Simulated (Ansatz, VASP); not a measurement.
## One calculation of MgCdSe2, two programs

```
CELL_PARAMETERS angstrom
1.97565 1.14064 6.45111
-1.97565 1.14064 6.45111
0.00000 -2.28128 6.45111
ATOMIC_POSITIONS crystal
Mg 0.00000 0.00000 0.00000
Cd 0.50000 0.50000 0.50000
Se 0.25334 0.25334 0.25334
Se 0.74666 0.74666 0.74666
```

Alike in both runs: task single point; functional r2SCAN; k mesh 8 × 8 × 8; no spin polarisation.

|  | VASP | Ansatz |
| --- | --- | --- |
| version | VASP 6.6.1 | Ansatz 0.2.0 |
| potentials or method | VASP PAW PBE potentials, release 64 (Mg, Cd, Se) | plane waves, PAW |
| plane-wave cutoff (eV) | 520 | 500 |
| occupations | gaussian, width 0.01 eV | fixed |
| valence electrons in the cell | 26 | 62 |

|  | VASP | Ansatz | Ansatz less VASP |
| --- | --- | --- | --- |
| gap on the k mesh at the Fermi level (eV) | 1.14 | 1.16 | +0.024 |
| pressure (GPa) | 0.1 | 0.0 | -0.07 |
| rms of the force components (eV/Å) | 0.022 | 0.000 | -0.0219 |

VASP's potentials were made for PBE, not for r2SCAN. Atom by atom the forces differ by 0.022 eV/Å (rms over components). VASP's potentials hold 26 valence electrons a cell and Ansatz's 62, so a difference there can come from the potentials and not from the codes.
